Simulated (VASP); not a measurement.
# HfOs3 (Pm-3m) in VASP: notebook

HfOs3 is run at these levels: PBE; tasks: single point.

Program: VASP 6.6.1. These are calculated values, not measurements. Logs are shortened: lines on timing, memory, paths and dates and some standing lists are left out, and cuts for length are marked.

## 1. The cell of the first run

Symmetry: Pm-3m, No. 221, cubic system. Conventional cell: a = 3.974 Å, b = 3.974 Å, c = 3.974 Å, α = 90.00°, β = 90.00°, γ = 90.00°. Os (site symmetry 4/mmm) has 8 Os at 2.81 Å and 4 Hf at 2.81 Å within 3.7 Å. Hf (site symmetry m-3m) has 12 Os at 2.81 Å within 3.7 Å.

## 2. Single point, PBE

Input file INCAR:

```
SYSTEM = HfOs3
ALGO     = Normal         ! electronic algorithm
EDIFF    = 1E-7           ! SCF threshold, eV
ENCUT    = 520            ! plane-wave cutoff, eV
GGA      = PE             ! functional
ISIF     = 2              ! what is computed and relaxed
ISMEAR   = -1             ! smearing method
LASPH    = .True.         ! aspherical terms in the spheres
LCHARG   = .True.         ! write CHGCAR
LELF     = .True.         ! ELF
LREAL    = .False.        ! projectors in reciprocal space
LVHAR    = .True.       
LWAVE    = .False.        ! write WAVECAR
NBANDS   = 25             ! bands
NELM     = 60             ! most SCF steps
PREC     = Accurate       ! precision mode
SIGMA    = 0.05           ! smearing width, eV
```

Input file KPOINTS:

```
k-points
0
Gamma
  7 7 7
  0 0 0
```

Input file POSCAR:

```
HfOs3
1.0
    3.9735610000      0.0000000000      0.0000000000
    0.0000000000      3.9735610000      0.0000000000
    0.0000000000      0.0000000000      3.9735610000
Os Hf
3 1
Direct
    0.0000000000      0.5000000000      0.5000000000
    0.5000000000      0.0000000000      0.5000000000
    0.5000000000      0.5000000000      0.0000000000
    0.0000000000      0.0000000000      0.0000000000
```

Potentials or basis: VASP PAW PBE potentials, release 64 (Os, Hf_pv).

Started as:

```
$ cat potpaw_PBE.64/Os/POTCAR potpaw_PBE.64/Hf_pv/POTCAR > POTCAR
$ mpirun -np 1 vasp_std > vasp.out
```

OUTCAR:

```text
SYSTEM = HfOs3
   EDIFF = 1E-7
   ENCUT = 520
   GGA = PE
   ISIF = 2
   ISMEAR = -1
   LASPH = .True.
   LREAL = .False.
   NELM = 60
   PREC = Accurate

 ion  position               nearest neighbor table
   1  0.000  0.500  0.500-   2 2.81   3 2.81   4 2.81   3 2.81   4 2.81   2 2.81   4 2.81   4 2.81
                             2 2.81   3 2.81   3 2.81   2 2.81
   2  0.500  0.000  0.500-   1 2.81   3 2.81   4 2.81   3 2.81   4 2.81   1 2.81   3 2.81   3 2.81
                             1 2.81   4 2.81   4 2.81   1 2.81
   3  0.500  0.500  0.000-   1 2.81   2 2.81   4 2.81   1 2.81   2 2.81   2 2.81   4 2.81   2 2.81
                             1 2.81   4 2.81   1 2.81   4 2.81
   4  0.000  0.000  0.000-   1 2.81   2 2.81   3 2.81   1 2.81   2 2.81   1 2.81   3 2.81   1 2.81
                             2 2.81   3 2.81   2 2.81   3 2.81

  LATTYP: Found a simple cubic cell.
 ALAT       =     3.9735610000

  Lattice vectors:

 A1 = (   3.9735610000,   0.0000000000,   0.0000000000)
 A2 = (   0.0000000000,   3.9735610000,   0.0000000000)
 A3 = (   0.0000000000,   0.0000000000,   3.9735610000)

Analysis of symmetry for initial positions (statically):
=====================================================================
 Subroutine PRICEL returns:
 Original cell was already a primitive cell.

 Routine SETGRP: Setting up the symmetry group for a
 simple cubic supercell.

 Subroutine GETGRP returns: Found 48 space group operations
 (whereof 48 operations were pure point group operations)
 out of a pool of 48 trial point group operations.

The static configuration has the point symmetry O_h .

Analysis of symmetry for dynamics (positions and initial velocities):
=====================================================================
 Subroutine PRICEL returns:
 Original cell was already a primitive cell.

 Routine SETGRP: Setting up the symmetry group for a
 simple cubic supercell.

 Subroutine GETGRP returns: Found 48 space group operations
 (whereof 48 operations were pure point group operations)
 out of a pool of 48 trial point group operations.

The dynamic configuration has the point symmetry O_h .

 Subroutine INISYM returns: Found 48 space group operations
 (whereof 48 operations are pure point group operations),
 and found     1 'primitive' translations

----------------------------------------------------------------------------------------

                                     Primitive cell

  volume of cell :      62.7393

  direct lattice vectors                    reciprocal lattice vectors
     3.973561000  0.000000000  0.000000000     0.251663432  0.000000000  0.000000000
     0.000000000  3.973561000  0.000000000     0.000000000  0.251663432  0.000000000
     0.000000000  0.000000000  3.973561000     0.000000000  0.000000000  0.251663432

  length of vectors
     3.973561000  3.973561000  3.973561000     0.251663432  0.251663432  0.251663432

  position of ions in fractional coordinates (direct lattice)
     0.000000000  0.500000000  0.500000000
     0.500000000  0.000000000  0.500000000
     0.500000000  0.500000000  0.000000000
     0.000000000  0.000000000  0.000000000

  ion indices of the primitive-cell ions
   primitive index   ion index
                 1           1
                 2           2
                 3           3
                 4           4

----------------------------------------------------------------------------------------

 KPOINTS: k-points

Automatic generation of k-mesh.
 Grid dimensions read from file:
 generate k-points for:    7    7    7

 Generating k-lattice:

  Cartesian coordinates                     Fractional coordinates (reciprocal lattice)
     0.035951919  0.000000000  0.000000000     0.142857143  0.000000000  0.000000000
     0.000000000  0.035951919  0.000000000     0.000000000  0.142857143  0.000000000
     0.000000000  0.000000000  0.035951919     0.000000000  0.000000000  0.142857143

  Length of vectors
     0.035951919  0.035951919  0.035951919

  Shift w.r.t. Gamma in fractional coordinates (k-lattice)
     0.000000000  0.000000000  0.000000000

 Subroutine IBZKPT returns following result:
 ===========================================

 Found     20 irreducible k-points:

 Following reciprocal coordinates:
            Coordinates               Weight
  0.000000  0.000000  0.000000      1.000000
  0.142857  0.000000  0.000000      6.000000
  0.285714  0.000000  0.000000      6.000000
  0.428571  0.000000  0.000000      6.000000
  0.142857  0.142857  0.000000     12.000000
  0.285714  0.142857  0.000000     24.000000
[... 12 lines left out ...]
  0.428571  0.428571  0.285714     24.000000
  0.428571  0.428571  0.428571      8.000000
   k-points           NKPTS =     20   k-points in BZ     NKDIM =     20   number of bands    NBANDS=     25
   number of dos      NEDOS =    301   number of ions     NIONS =      4
   total plane-waves  NPLWV =  27000
   dimension x,y,z NGX =    30 NGY =   30 NGZ =   30
   dimension x,y,z NGXF=    60 NGYF=   60 NGZF=   60
   ions per type =               3   1
   NGX,Y,Z   is equivalent  to a cutoff of  12.55, 12.55, 12.55 a.u.
   NGXF,Y,Z  is equivalent  to a cutoff of  25.10, 25.10, 25.10 a.u.
 SYSTEM =  HfOs3
   PREC   = accura    normal or accurate (medium, high low for compatibility)
   ISTART =      0    job   : 0-new  1-cont  2-samecut
   ICHARG =      2    charge: 1-file 2-atom 10-const
   ISPIN  =      1    spin polarized calculation?
   LNONCOLLINEAR =      F non collinear calculations
   LSORBIT =      F    spin-orbit coupling
   LASPH  =      T    aspherical Exc in radial PAW
   ENCUT  =  520.0 eV  38.22 Ry    6.18 a.u.   7.39  7.39  7.39*2*pi/ulx,y,z
   NELM   =     60;   NELMIN=  2; NELMDL= -5     # of ELM steps
   EDIFF  = 0.1E-06   stopping-criterion for ELM
   LREAL  =      F    real-space projection
   EDIFFG = 0.1E-05   stopping-criterion for IOM
   NSW    =      0    number of steps for IOM
   IBRION =     -1    ionic relax: 0-MD 1-quasi-New 2-CG
   NFREE  =      0    steps in history (QN), initial steepest desc. (CG)
   ISIF   =      2    stress and relaxation
   ISYM   =      2    0-nonsym 1-usesym 2-fastsym
   POTIM  = 0.5000    time-step for ionic-motion
   TEBEG  =    0.0;   TEEND  =   0.0 temperature during run
   PSTRESS=    0.0 pullay stress
   NELECT =      34.0000    total number of electrons
   NUPDOWN=      -1.0000    fix difference up-down
   EMIN   =  10.00;   EMAX   =-10.00  energy-range for DOS
   EFERMI =   0.00;   METHOD = LEGACY
   ISMEAR =    -1;   SIGMA  =   0.05  broadening in eV -4-tet -1-fermi 0-gaus
   EFERMI_NEDOS =   21; number of points for ismear=-14 and -15
   IALGO  =     38    algorithm
   IMIX   =      4    mixing-type and parameters
     AMIX     =   0.40;   BMIX     =  1.00
     AMIX_MAG =   1.60;   BMIX_MAG =  1.00
  volume/ion in A,a.u.               =      15.68       105.85
  Fermi-wavevector in a.u.,A,eV,Ry     =   1.334713  2.522242 24.238222  1.781459
  Thomas-Fermi vector in A             =   2.463473
   LORBIT       =      0    0 simple, 1 ext, 2 COOP (PROOUT), +10 PAW based schemes
   GGA     = PE    functional components
   LHFCALC =     F    Hartree Fock is set to
   AEXX    =    0.0000 exact exchange contribution
   IVDW    =     0    specifies the selected vdW correction
   LEPSILON=     F    determine dielectric tensor
   LRPA    =     F    only Hartree local field effects (RPA)
 non-spin polarized calculation
  energy-cutoff  :      520.00
  volume of cell :       62.74
 maximum number of plane-waves:      1743
 NGX is ok and might be reduce to    30
   NGX = 15   NGY = 15   NGZ = 15

 number of electron      34.0000000 magnetization

 Free energy of the ion-electron system (eV)
  ---------------------------------------------------
  ext. energy  EPLUGINS =         0.00000000
  ---------------------------------------------------
  free energy    TOTEN  =       -44.04608756 eV

  energy without entropy =      -43.99745734  energy(sigma->0) =      -44.02177245

 E-fermi :   7.2865     XC(G=0): -13.2843

 val. band max:        7.2619856039   @ k =   0.4286   0.4286   0.2857
 cond. band min:       7.2943729698   @ k =   0.4286   0.4286   0.1429
 fundamental gap:      0.0323873659
 Fermi energy:         7.2864775860

 k-point     1 :       0.0000    0.0000    0.0000
  band No.  band energies     occupation
      1     -22.2579      2.00000
      2     -22.2579      2.00000
      3     -22.2579      2.00000
      4      -1.8460      2.00000
      5       1.3595      2.00000
      6       1.5146      2.00000
[... 17 lines left out ...]
     24      12.7907      0.00000
     25      14.5475      0.00000

 k-point     2 :       0.1429    0.0000    0.0000
  band No.  band energies     occupation
      1     -22.2736      2.00000
      2     -22.2606      2.00000
      3     -22.2606      2.00000
      4      -1.5460      2.00000
      5       1.5309      2.00000
      6       1.6898      2.00000
[... 17 lines left out ...]
     24      12.6207      0.00000
     25      14.5353      0.00000

 k-point     3 :       0.2857    0.0000    0.0000
  band No.  band energies     occupation
      1     -22.3086      2.00000
      2     -22.2669      2.00000
      3     -22.2669      2.00000
      4      -0.6997      2.00000
      5       1.7975      2.00000
      6       2.2265      2.00000
[... 17 lines left out ...]
     24      12.0597      0.00000
     25      14.4208      0.00000

 k-point     4 :       0.4286    0.0000    0.0000
  band No.  band energies     occupation
      1     -22.3365      2.00000
      2     -22.2719      2.00000
      3     -22.2719      2.00000
      4       0.4741      2.00000
      5       1.6194      2.00000
      6       2.7997      2.00000
[... 17 lines left out ...]
     24      11.7111      0.00000
     25      14.3689      0.00000
[... 365 lines left out ...]
 k-point    18 :       0.4286    0.2857    0.2857
  band No.  band energies     occupation
      1     -22.3118      2.00000
      2     -22.2990      2.00000
      3     -22.2845      2.00000
      4       1.2315      2.00000
      5       1.9401      2.00000
      6       2.4145      2.00000
[... 17 lines left out ...]
     24      11.7692      0.00000
     25      12.9591      0.00000

 k-point    19 :       0.4286    0.4286    0.2857
  band No.  band energies     occupation
      1     -22.3046      2.00000
      2     -22.2989      2.00000
      3     -22.2878      2.00000
      4       1.3844      2.00000
      5       1.7530      2.00000
      6       1.8716      2.00000
[... 17 lines left out ...]
     24      11.7079      0.00000
     25      12.8400      0.00000

 k-point    20 :       0.4286    0.4286    0.4286
  band No.  band energies     occupation
      1     -22.2963      2.00000
      2     -22.2910      2.00000
      3     -22.2910      2.00000
      4       1.2148      2.00000
      5       1.3895      2.00000
      6       1.3895      2.00000
[... 17 lines left out ...]
     24      12.0121      0.00000
     25      12.5518      0.00000

------------------------ aborting loop because EDIFF is reached ----------------------------------------

  FORCE on cell =-STRESS in cart. coord.  units (eV):
  Direction    XX          YY          ZZ          XY          YZ          ZX
  --------------------------------------------------------------------------------------
  -------------------------------------------------------------------------------------
  Total        0.0128532      0.0128532      0.0128532      0.0000000      0.0000000      0.0000000
  in kB        0.3282319      0.3282319      0.3282319      0.0000000      0.0000000      0.0000000
  external PRESSURE =       0.3282319 kB  Pullay stress =       0.0000000 kB

 VOLUME and BASIS-vectors are now :
 -----------------------------------------------------------------------------
  energy-cutoff  :      520.00
  volume of cell :       62.74
      direct lattice vectors                 reciprocal lattice vectors
     3.973561000  0.000000000  0.000000000     0.251663432  0.000000000  0.000000000
     0.000000000  3.973561000  0.000000000     0.000000000  0.251663432  0.000000000
     0.000000000  0.000000000  3.973561000     0.000000000  0.000000000  0.251663432

 POSITION                                       TOTAL-FORCE (eV/Angst)
 -----------------------------------------------------------------------------------
      0.00000      1.98678      1.98678         0.000000      0.000000      0.000000
      1.98678      0.00000      1.98678         0.000000      0.000000      0.000000
      1.98678      1.98678      0.00000         0.000000      0.000000      0.000000
      0.00000      0.00000      0.00000         0.000000      0.000000      0.000000
 -----------------------------------------------------------------------------------
    total drift:                                0.000000      0.000000     -0.000000

  FREE ENERGIE OF THE ION-ELECTRON SYSTEM (eV)
  ---------------------------------------------------
  free  energy   TOTEN  =       -44.0460875602 eV

  energy  without entropy=      -43.9974573425  energy(sigma->0) =      -44.02177245
```

It took 20 s on 1 thread of AMD EPYC 9R45 (Zen 5), shared host; peak memory 0.15 GiB.

Results:

| Item | Value |
| --- | --- |
| Free energy | -44.0461 eV |
| Pressure | 0.0 GPa |
| Band gap on the k mesh | zero (band 17 reaches 10.40 eV, above the bottom of band 18 at 6.80 eV) |

Caveat: spin-orbit coupling is left out, which moves the levels of the heavy elements.

## 3. Single point, PBE

Input file INCAR:

```
PREC = Accurate
ENCUT = 520
EDIFF = 1E-7
ISMEAR = -1
SIGMA = 0.05
LREAL = False
LASPH = True
NELM = 80
ALGO = Normal
ISIF = 2
LWAVE = False
LCHARG = False
GGA = PE
NBANDS = 25
```

Input file KPOINTS:

```
regular mesh
0
Gamma
  7 7 7
```

POSCAR is that of step 2.

Potentials or basis: VASP PAW PBE potentials, release 64 (Os, Hf_pv).

Started as:

```
$ cat potpaw_PBE.64/Os/POTCAR potpaw_PBE.64/Hf_pv/POTCAR > POTCAR
$ mpirun -np 1 vasp_std > vasp.out
```

It took 19 s on 1 thread of AMD EPYC 9R45 (Zen 5), shared host; peak memory 0.15 GiB.

It converged, with:

* Free energy: -44.0461 eV
* Pressure: 0.0 GPa
* Band gap on the k mesh: zero (band 17 reaches 10.40 eV, above the bottom of band 18 at 6.80 eV)

Levels at points of the mesh, in eV from the Fermi level:
| k point | band 14 | band 15 | band 16 | band 17 | band 18 | band 19 | band 20 | band 21 |
| --- | --- | --- | --- | --- | --- | --- | --- | --- |
| (0.00, 0.00, 0.00) | 0.98 | 0.98 | 2.52 | 3.12 | 3.12 | 3.12 | 3.16 | 3.16 |

Caveat: spin-orbit coupling is left out, which moves the levels of the heavy elements.

## 4. Single point, PBE

This run uses another cell than the first one, of 16.00 Å³/atom, 1.020 times its volume.

Input file INCAR:

```
SYSTEM = HfOs3
  PREC = Accurate
  ENCUT = 520
  EDIFF = 1E-7
  ISMEAR = -1
  SIGMA = 0.05
  LREAL = .FALSE.
  LASPH = .TRUE.
  NELM = 80
  ALGO = Normal
  ISIF = 2
  LWAVE = .FALSE.
  LCHARG = .FALSE.
  GGA = PE
  NBANDS = 25
```

Input file KPOINTS:

```
regular mesh
0
G
  7 7 7
  0 0 0
```

Input file POSCAR:

```
HfOs3
1.0
    3.9998767404      0.0000000000      0.0000000000
    0.0000000000      3.9998767404      0.0000000000
    0.0000000000      0.0000000000      3.9998767404
Os Hf
3 1
Direct
    0.0000000000      0.5000000000      0.5000000000
    0.5000000000      0.0000000000      0.5000000000
    0.5000000000      0.5000000000      0.0000000000
    0.0000000000      0.0000000000      0.0000000000
```

Started as:

```
$ cat potpaw_PBE.64/Os/POTCAR potpaw_PBE.64/Hf_pv/POTCAR > POTCAR
$ mpirun -np 1 vasp_std > vasp.out
```

Run time: 19 s. Hardware: 1 thread of AMD EPYC 9R45 (Zen 5), shared host; peak memory 0.15 GiB.

The run converged. Its results:

* Free energy: -44.0252 eV
* Pressure: -5.5 GPa
* Band gap on the k mesh: zero (band 17 reaches 10.07 eV, above the bottom of band 18 at 6.59 eV)

Levels at points of the mesh, in eV from the Fermi level:
```csv
k point,band 14,band 15,band 16,band 17,band 18,band 19,band 20,band 21
"(0.00, 0.00, 0.00)",0.95,0.95,2.44,3.01,3.01,3.01,3.08,3.08
```

Caveat: spin-orbit coupling is left out, which moves the levels of the heavy elements.

## 5. Single point, PBE

This run uses another cell than the first one, of 16.31 Å³/atom, 1.040 times its volume.

Input file INCAR:

```
SYSTEM = HfOs3
PREC = Accurate ; ENCUT = 520
EDIFF = 1E-6 ; ISMEAR = -1
SIGMA = 0.05 ; LREAL = .FALSE.
LASPH = .TRUE. ; NELM = 80
ALGO = Fast ; ISIF = 2
LWAVE = .FALSE. ; LCHARG = .TRUE.
GGA = PE ; LELF = .TRUE.
LVHAR = .TRUE. ; NBANDS = 25
```

KPOINTS is that of step 4.

Input file POSCAR:

```
HfOs3
1.0
    4.0258506938      0.0000000000      0.0000000000
    0.0000000000      4.0258506938      0.0000000000
    0.0000000000      0.0000000000      4.0258506938
Os Hf
3 1
Direct
    0.0000000000      0.5000000000      0.5000000000
    0.5000000000      0.0000000000      0.5000000000
    0.5000000000      0.5000000000      0.0000000000
    0.0000000000      0.0000000000      0.0000000000
```

Started as:

```
$ cat potpaw_PBE.64/Os/POTCAR potpaw_PBE.64/Hf_pv/POTCAR > POTCAR
$ mpirun -np 1 vasp_std > vasp.out
```

Run time: 19 s. Hardware: 1 thread of AMD EPYC 9R45 (Zen 5), shared host; peak memory 0.15 GiB.

It converged, with:

```
Free energy            : -43.9636 eV
Pressure               : -10.5 GPa
Band gap on the k mesh : zero (band 17 reaches 9.76 eV, above the bottom of band 18 at 6.39 eV)
```

Levels at points of the mesh, in eV from the Fermi level:
```csv
k point,band 15,band 16,band 17,band 18,band 19,band 20
"(0.00, 0.00, 0.00)",0.92,2.36,2.92,2.92,2.92,3.00
```

Caveat: spin-orbit coupling is left out, which moves the levels of the heavy elements.

## 6. The runs side by side

| cell | gap on the mesh (eV) | pressure (GPa) |
| --- | --- | --- |
| a = 3.974 Å, 4 atoms | none | 0.0 |
| a = 4.000 Å, 4 atoms | none | -5.5 |
| a = 4.026 Å, 4 atoms | none | -10.5 |

Alike in all rows: task single point; level PBE; potentials or basis VASP PAW PBE potentials, release 64 (Os, Hf_pv); no spin polarisation; k mesh 7 × 7 × 7; cutoff (eV) 520; smearing fermi-dirac 0.05 eV.

Caveats: spin-orbit coupling is left out, which moves the levels of the heavy elements.

Absolute energies hang on the potentials; compare differences alone.
